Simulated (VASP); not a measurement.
# SiMo3 (P4/mmm) in VASP: a series of runs

Runs on SiMo3. Level: PBE. Tasks: single point.

Program: VASP 6.6.1. These are calculated values, not measurements. Logs are shortened: lines on timing, memory, paths and dates and some standing lists are left out, and cuts for length are marked.

### 1 The cell of the first run

Symmetry: P4/mmm, No. 123, tetragonal system. Conventional cell: a = 3.600 Å, b = 3.600 Å, c = 5.254 Å, α = 90.00°, β = 90.00°, γ = 90.00°. Si (site symmetry 4/mmm) has 6 Mo at 2.55 to 2.63 Å within 3.4 Å. Within 3.4 Å of Mo (site symmetry 4/mmm) lie 4 Mo at 2.55 Å and 2 Si at 2.63 Å. Mo (site symmetry 4/mmm) has 4 Si at 2.55 Å and 2 Mo at 2.63 Å within 3.4 Å. Mo (site symmetry 4/mmm) has 6 Mo at 2.55 to 2.63 Å within 3.4 Å.

### 2 Single point, PBE

Input file INCAR:

```
ALGO     = Normal         # electronic algorithm
EDIFF    = 1E-6           # SCF threshold, eV
ENCUT    = 520            # plane-wave cutoff, eV
GGA      = PE             # functional
ISIF     = 2              # what is computed and relaxed
ISMEAR   = 0              # smearing method
LASPH    = True           # aspherical terms in the spheres
LCHARG   = False          # write CHGCAR
LREAL    = False          # projectors in reciprocal space
LWAVE    = False          # write WAVECAR
NBANDS   = 31             # bands
NELM     = 80             # most SCF steps
PREC     = Accurate       # precision mode
SIGMA    = 0.1            # smearing width, eV
```

Input file KPOINTS:

```
k-points
0
Gamma
  4 4 4
```

Input file POSCAR:

```
SiMo3
1.0
    3.6000872354      0.0000000000      0.0000000000
    0.0000000000      3.6000872354      0.0000000000
    0.0000000000      0.0000000000      5.2542520173
Si Mo
1 3
Direct
    0.0000000000      0.0000000000      0.5000000000
    0.0000000000      0.0000000000      0.0000000000
    0.5000000000      0.5000000000      0.5000000000
    0.5000000000      0.5000000000      0.0000000000
```

Potentials or basis: VASP PAW PBE potentials, release 64 (Si, Mo_sv).

Launch:

```console
> cat potpaw_PBE.64/Si/POTCAR potpaw_PBE.64/Mo_sv/POTCAR > POTCAR
> mpirun -np 1 vasp_std > vasp.out
```

OUTCAR:

```text
EDIFF = 1E-6
   ENCUT = 520
   GGA = PE
   ISIF = 2
   ISMEAR = 0
   LASPH = True
   LREAL = False
   NELM = 80
   PREC = Accurate

 ion  position               nearest neighbor table
   1  0.000  0.000  0.500-   3 2.55   3 2.55   3 2.55   3 2.55   2 2.63   2 2.63
   2  0.000  0.000  0.000-   4 2.55   4 2.55   4 2.55   4 2.55   1 2.63   1 2.63
   3  0.500  0.500  0.500-   1 2.55   1 2.55   1 2.55   1 2.55   4 2.63   4 2.63
   4  0.500  0.500  0.000-   2 2.55   2 2.55   2 2.55   2 2.55   3 2.63   3 2.63

  LATTYP: Found a simple tetragonal cell.
 ALAT       =     3.6000872354
 C/A-ratio  =     1.4594790831

  Lattice vectors:

 A1 = (   3.6000872354,   0.0000000000,   0.0000000000)
 A2 = (   0.0000000000,   3.6000872354,   0.0000000000)
 A3 = (   0.0000000000,   0.0000000000,   5.2542520173)

Analysis of symmetry for initial positions (statically):
=====================================================================
 Subroutine PRICEL returns:
 Original cell was already a primitive cell.

 Routine SETGRP: Setting up the symmetry group for a
 simple tetragonal supercell.

 Subroutine GETGRP returns: Found 16 space group operations
 (whereof 16 operations were pure point group operations)
 out of a pool of 16 trial point group operations.

The static configuration has the point symmetry D_4h.

Analysis of symmetry for dynamics (positions and initial velocities):
=====================================================================
 Subroutine PRICEL returns:
 Original cell was already a primitive cell.

 Routine SETGRP: Setting up the symmetry group for a
 simple tetragonal supercell.

 Subroutine GETGRP returns: Found 16 space group operations
 (whereof 16 operations were pure point group operations)
 out of a pool of 16 trial point group operations.

The dynamic configuration has the point symmetry D_4h.

 Subroutine INISYM returns: Found 16 space group operations
 (whereof 16 operations are pure point group operations),
 and found     1 'primitive' translations

----------------------------------------------------------------------------------------

                                     Primitive cell

  volume of cell :      68.0984

  direct lattice vectors                    reciprocal lattice vectors
     3.600087235  0.000000000  0.000000000     0.277771047  0.000000000  0.000000000
     0.000000000  3.600087235  0.000000000     0.000000000  0.277771047  0.000000000
     0.000000000  0.000000000  5.254252017     0.000000000  0.000000000  0.190322047

  length of vectors
     3.600087235  3.600087235  5.254252017     0.277771047  0.277771047  0.190322047

  position of ions in fractional coordinates (direct lattice)
     0.000000000  0.000000000  0.500000000
     0.000000000  0.000000000  0.000000000
     0.500000000  0.500000000  0.500000000
     0.500000000  0.500000000  0.000000000

  ion indices of the primitive-cell ions
   primitive index   ion index
                 1           1
                 2           2
                 3           3
                 4           4

----------------------------------------------------------------------------------------

 KPOINTS: k-points

Automatic generation of k-mesh.
 Grid dimensions read from file:
 generate k-points for:    4    4    4

 Generating k-lattice:

  Cartesian coordinates                     Fractional coordinates (reciprocal lattice)
     0.069442762  0.000000000  0.000000000     0.250000000  0.000000000  0.000000000
     0.000000000  0.069442762  0.000000000     0.000000000  0.250000000  0.000000000
     0.000000000  0.000000000  0.047580512     0.000000000  0.000000000  0.250000000

  Length of vectors
     0.069442762  0.069442762  0.047580512

  Shift w.r.t. Gamma in fractional coordinates (k-lattice)
     0.000000000  0.000000000  0.000000000

 Subroutine IBZKPT returns following result:
 ===========================================

 Found     18 irreducible k-points:

 Following reciprocal coordinates:
            Coordinates               Weight
  0.000000  0.000000  0.000000      1.000000
  0.250000  0.000000  0.000000      4.000000
  0.500000  0.000000  0.000000      2.000000
  0.250000  0.250000  0.000000      4.000000
  0.500000  0.250000  0.000000      4.000000
  0.500000  0.500000  0.000000      1.000000
[... 10 lines left out ...]
  0.500000  0.250000  0.500000      4.000000
  0.500000  0.500000  0.500000      1.000000
   k-points           NKPTS =     18   k-points in BZ     NKDIM =     18   number of bands    NBANDS=     31
   number of dos      NEDOS =    301   number of ions     NIONS =      4
   total plane-waves  NPLWV =  31360
   dimension x,y,z NGX =    28 NGY =   28 NGZ =   40
   dimension x,y,z NGXF=    56 NGYF=   56 NGZF=   80
   ions per type =               1   3
   NGX,Y,Z   is equivalent  to a cutoff of  12.93, 12.93, 12.66 a.u.
   NGXF,Y,Z  is equivalent  to a cutoff of  25.86, 25.86, 25.31 a.u.
 SYSTEM =  unknown system
   PREC   = accura    normal or accurate (medium, high low for compatibility)
   ISTART =      0    job   : 0-new  1-cont  2-samecut
   ICHARG =      2    charge: 1-file 2-atom 10-const
   ISPIN  =      1    spin polarized calculation?
   LNONCOLLINEAR =      F non collinear calculations
   LSORBIT =      F    spin-orbit coupling
   LASPH  =      T    aspherical Exc in radial PAW
   ENCUT  =  520.0 eV  38.22 Ry    6.18 a.u.   6.69  6.69  9.77*2*pi/ulx,y,z
   NELM   =     80;   NELMIN=  2; NELMDL= -5     # of ELM steps
   EDIFF  = 0.1E-05   stopping-criterion for ELM
   LREAL  =      F    real-space projection
   EDIFFG = 0.1E-04   stopping-criterion for IOM
   NSW    =      0    number of steps for IOM
   IBRION =     -1    ionic relax: 0-MD 1-quasi-New 2-CG
   NFREE  =      0    steps in history (QN), initial steepest desc. (CG)
   ISIF   =      2    stress and relaxation
   ISYM   =      2    0-nonsym 1-usesym 2-fastsym
   POTIM  = 0.5000    time-step for ionic-motion
   TEBEG  =    0.0;   TEEND  =   0.0 temperature during run
   PSTRESS=    0.0 pullay stress
   NELECT =      46.0000    total number of electrons
   NUPDOWN=      -1.0000    fix difference up-down
   EMIN   =  10.00;   EMAX   =-10.00  energy-range for DOS
   EFERMI =   0.00;   METHOD = LEGACY
   ISMEAR =     0;   SIGMA  =   0.10  broadening in eV -4-tet -1-fermi 0-gaus
   EFERMI_NEDOS =   21; number of points for ismear=-14 and -15
   IALGO  =     38    algorithm
   IMIX   =      4    mixing-type and parameters
     AMIX     =   0.40;   BMIX     =  1.00
     AMIX_MAG =   1.60;   BMIX_MAG =  1.00
  volume/ion in A,a.u.               =      17.02       114.89
  Fermi-wavevector in a.u.,A,eV,Ry     =   1.436421  2.714442 28.072979  2.063306
  Thomas-Fermi vector in A             =   2.555611
   LORBIT       =      0    0 simple, 1 ext, 2 COOP (PROOUT), +10 PAW based schemes
   GGA     = PE    functional components
   LHFCALC =     F    Hartree Fock is set to
   AEXX    =    0.0000 exact exchange contribution
   IVDW    =     0    specifies the selected vdW correction
   LEPSILON=     F    determine dielectric tensor
   LRPA    =     F    only Hartree local field effects (RPA)
 non-spin polarized calculation
 Gauss-broadening in eV      SIGMA  =   0.10
  energy-cutoff  :      520.00
  volume of cell :       68.10
 maximum number of plane-waves:      1884
 NGX is ok and might be reduce to    28
   NGX = 13   NGY = 13   NGZ = 19

 number of electron      45.9999991 magnetization

 Free energy of the ion-electron system (eV)
  ---------------------------------------------------
  ext. energy  EPLUGINS =         0.00000000
  ---------------------------------------------------
  free energy    TOTEN  =       -34.56447958 eV

  energy without entropy =      -34.54502189  energy(sigma->0) =      -34.55475074

 E-fermi :  10.2243     XC(G=0): -12.1965

 val. band max:       10.1850424816   @ k =   0.5000   0.0000   0.5000
 cond. band min:      10.2309986330   @ k =   0.0000   0.0000   0.2500
 fundamental gap:      0.0459561514
 Fermi energy:        10.2242638004

 k-point     1 :       0.0000    0.0000    0.0000
  band No.  band energies     occupation
      1     -50.8884      2.00000
      2     -50.6458      2.00000
      3     -50.1231      2.00000
      4     -25.3815      2.00000
      5     -25.2533      2.00000
      6     -25.2533      2.00000
[... 23 lines left out ...]
     30      14.7983      0.00000
     31      16.1607      0.00000

 k-point     2 :       0.2500    0.0000    0.0000
  band No.  band energies     occupation
      1     -50.8839      2.00000
      2     -50.5888      2.00000
      3     -50.1838      2.00000
      4     -25.3600      2.00000
      5     -25.1123      2.00000
      6     -25.0828      2.00000
[... 23 lines left out ...]
     30      13.4876      0.00000
     31      14.6977      0.00000

 k-point     3 :       0.5000    0.0000    0.0000
  band No.  band energies     occupation
      1     -50.8800      2.00000
      2     -50.5035      2.00000
      3     -50.2723      2.00000
      4     -25.3377      2.00000
      5     -25.0887      2.00000
      6     -25.0081      2.00000
[... 23 lines left out ...]
     30      13.1177      0.00000
     31      13.2086      0.00000

 k-point     4 :       0.2500    0.2500    0.0000
  band No.  band energies     occupation
      1     -50.8810      2.00000
      2     -50.5508      2.00000
      3     -50.2208      2.00000
      4     -25.3760      2.00000
      5     -25.3469      2.00000
      6     -25.0494      2.00000
[... 431 lines left out ...]
     30      12.8926      0.00000
     31      13.1778      0.00000

 k-point    17 :       0.5000    0.2500    0.5000
  band No.  band energies     occupation
      1     -50.8670      2.00000
      2     -50.5008      2.00000
      3     -50.2824      2.00000
      4     -25.2201      2.00000
      5     -25.2172      2.00000
      6     -25.0759      2.00000
[... 23 lines left out ...]
     30      13.6410      0.00000
     31      13.9467      0.00000

 k-point    18 :       0.5000    0.5000    0.5000
  band No.  band energies     occupation
      1     -50.8654      2.00000
      2     -50.4981      2.00000
      3     -50.2797      2.00000
      4     -25.4855      2.00000
      5     -25.4855      2.00000
      6     -25.0670      2.00000
[... 23 lines left out ...]
     30      13.2623      0.00000
     31      13.2623      0.00000

------------------------ aborting loop because EDIFF is reached ----------------------------------------

  FORCE on cell =-STRESS in cart. coord.  units (eV):
  Direction    XX          YY          ZZ          XY          YZ          ZX
  --------------------------------------------------------------------------------------
  -------------------------------------------------------------------------------------
  Total        0.1566623      0.1566623      0.0614217      0.0000000      0.0000000      0.0000000
  in kB        3.6858539      3.6858539      1.4450928      0.0000000      0.0000000      0.0000000
  external PRESSURE =       2.9389335 kB  Pullay stress =       0.0000000 kB

 VOLUME and BASIS-vectors are now :
 -----------------------------------------------------------------------------
  energy-cutoff  :      520.00
  volume of cell :       68.10
      direct lattice vectors                 reciprocal lattice vectors
     3.600087235  0.000000000  0.000000000     0.277771047  0.000000000  0.000000000
     0.000000000  3.600087235  0.000000000     0.000000000  0.277771047  0.000000000
     0.000000000  0.000000000  5.254252017     0.000000000  0.000000000  0.190322047

 POSITION                                       TOTAL-FORCE (eV/Angst)
 -----------------------------------------------------------------------------------
      0.00000      0.00000      2.62713         0.000000      0.000000      0.000000
      0.00000      0.00000      0.00000         0.000000      0.000000      0.000000
      1.80004      1.80004      2.62713         0.000000      0.000000      0.000000
      1.80004      1.80004      0.00000         0.000000      0.000000      0.000000
 -----------------------------------------------------------------------------------
    total drift:                                0.000000      0.000000     -0.000000

  FREE ENERGIE OF THE ION-ELECTRON SYSTEM (eV)
  ---------------------------------------------------
  free  energy   TOTEN  =       -34.5644795795 eV

  energy  without entropy=      -34.5450218945  energy(sigma->0) =      -34.55475074
```

It took 38 s on 1 thread of Intel Xeon Platinum 8259CL at 2.50GHz (Skylake/Cascade Lake), shared host; peak memory 0.19 GiB.

Results:

* Free energy: -34.5645 eV
* Pressure: 0.3 GPa
* Band gap on the k mesh: zero (band 23 reaches 11.03 eV, above the bottom of band 24 at 9.71 eV)

Caveat: the k points lie up to 0.44 Å⁻¹ apart.

### 3 Single point, PBE

This run uses another cell than the first one, of 18.57 Å³/atom, 1.091 times its volume.

Input file INCAR:

```
PREC = Accurate
ENCUT = 520
EDIFF = 1E-6
ISMEAR = 0
SIGMA = 0.1
LREAL = False
LASPH = True
NELM = 80
ALGO = Fast
ISIF = 2
LWAVE = False
LCHARG = False
GGA = PE
NBANDS = 31
```

Input file KPOINTS:

```
regular mesh
0
Gamma
  4 4 4
```

Input file POSCAR:

```
SiMo3
1.0
    3.8322881600      0.0000000000      0.0000000000
    0.0000000000      3.8322881600      0.0000000000
    0.0000000000      0.0000000000      5.0577525800
Si Mo
1 3
Direct
    0.0000000000      0.0000000000      0.5000000000
    0.0000000000      0.0000000000      0.0000000000
    0.5000000000      0.5000000000      0.5000000000
    0.5000000000      0.5000000000      0.0000000000
```

Potentials or basis: VASP PAW PBE potentials, release 64 (Si, Mo_sv).

Launch:

```console
> cat potpaw_PBE.64/Si/POTCAR potpaw_PBE.64/Mo_sv/POTCAR > POTCAR
> mpirun -np 1 vasp_std > vasp.out
```

Run time: 52 s. Hardware: 1 thread of Intel Xeon Platinum 8259CL at 2.50GHz (Skylake/Cascade Lake), shared host; peak memory 0.19 GiB.

It converged, with:

```
Free energy            : -33.9530 eV
Pressure               : -10.8 GPa
Band gap on the k mesh : zero (band 23 reaches 9.94 eV, above the bottom of band 24 at 8.52 eV)
```

Stress tensor (GPa, compression positive):
```
-17.80   0.00   0.00
  0.00 -17.80   0.00
  0.00   0.00   3.17
```

Levels at points of the mesh, in eV from the Fermi level:
```csv
k point,band 20,band 21,band 22,band 23,band 24,band 25,band 26,band 27
"(0.00, 0.00, 0.00)",-1.88,-1.47,-0.52,0.57,0.57,0.63,0.74,0.74
"(0.50, 0.00, 0.00)",-1.70,-1.00,-0.50,-0.38,-0.04,0.41,0.66,1.66
"(0.50, 0.50, 0.00)",-2.45,0.08,0.34,0.47,0.87,0.95,0.95,1.34
"(0.00, 0.00, 0.50)",-2.00,-0.68,-0.59,-0.55,-0.55,0.34,1.34,1.34
"(0.50, 0.00, 0.50)",-0.91,-0.51,-0.39,-0.26,-0.23,0.35,0.39,0.54
"(0.50, 0.50, 0.50)",-1.88,-0.22,0.08,0.67,0.67,0.75,0.88,1.01
```

Caveat: the k points lie up to 0.41 Å⁻¹ apart.

### 4 Single point, PBE

This run uses another cell than the first one, of 16.97 Å³/atom, 0.997 times its volume.

Input file INCAR:

```
PREC = Accurate
ENCUT = 520
EDIFF = 1E-6
ISMEAR = 0
SIGMA = 0.1
LREAL = F
LASPH = T
NELM = 100
ALGO = Fast
ISIF = 2
LWAVE = F
LCHARG = F
GGA = PE
NBANDS = 31
```

Input file KPOINTS:

```
Automatic mesh
0
Gamma
  6 6 4
```

Input file POSCAR:

```
SiMo3
1.0
    3.5875617196      0.0000000000      0.0000000000
    0.0000000000      3.5875617196      0.0000000000
    0.0000000000      0.0000000000      5.2733473424
Si Mo
1 3
Direct
    0.0000000000      0.0000000000      0.5000000000
    0.0000000000      0.0000000000      0.0000000000
    0.5000000000      0.5000000000      0.5000000000
    0.5000000000      0.5000000000      0.0000000000
```

Launch:

```console
> cat potpaw_PBE.64/Si/POTCAR potpaw_PBE.64/Mo_sv/POTCAR > POTCAR
> mpirun -np 1 vasp_std > vasp.out
```

It took 1.8 min on 1 thread of Intel Xeon Platinum 8259CL at 2.50GHz (Skylake/Cascade Lake), shared host; peak memory 0.2 GiB.

Results (log left out):

| Property | Result |
| --- | --- |
| Free energy | -34.6736 eV |
| Pressure | 0.5 GPa |
| Band gap on the k mesh | zero (band 23 reaches 11.10 eV, above the bottom of band 24 at 9.85 eV) |

Stress tensor (GPa, compression positive):
```
0.50 0.00 0.00
0.00 0.50 0.00
0.00 0.00 0.61
```

Levels at points of the mesh, in eV from the Fermi level:
| k point | band 21 | band 22 | band 23 | band 24 | band 25 | band 26 |
| --- | --- | --- | --- | --- | --- | --- |
| (0.00, 0.00, 0.00) | -2.49 | -0.92 | 0.70 | 0.94 | 0.94 | 1.01 |
| (0.50, 0.00, 0.00) | -1.65 | -0.48 | -0.35 | -0.23 | 0.65 | 0.73 |
| (0.50, 0.50, 0.00) | -0.17 | 0.19 | 0.72 | 0.72 | 0.74 | 0.98 |
| (0.00, 0.00, 0.50) | -1.18 | -0.99 | -0.53 | -0.53 | 0.61 | 1.85 |
| (0.50, 0.00, 0.50) | -0.83 | -0.62 | -0.41 | -0.15 | 0.29 | 0.41 |
| (0.50, 0.50, 0.50) | -0.42 | -0.12 | -0.12 | -0.04 | 0.94 | 0.99 |

### 5 Summary

```tsv
cell	k mesh	gap on the mesh (eV)	pressure (GPa)
a = 3.600, b = 3.600, c = 5.254 Å, 4 atoms	4 × 4 × 4	none	0.3
a = 3.832, b = 3.832, c = 5.058 Å, 4 atoms	4 × 4 × 4	none	-10.8
a = 3.588, b = 3.588, c = 5.273 Å, 4 atoms	6 × 6 × 4	none	0.5
```

Alike in all rows: task single point; level PBE; potentials or basis VASP PAW PBE potentials, release 64 (Si, Mo_sv); no spin polarisation; cutoff (eV) 520; smearing gaussian 0.1 eV.

Caveats: some runs use coarse meshes.

Absolute energies hang on the potentials; compare differences alone.
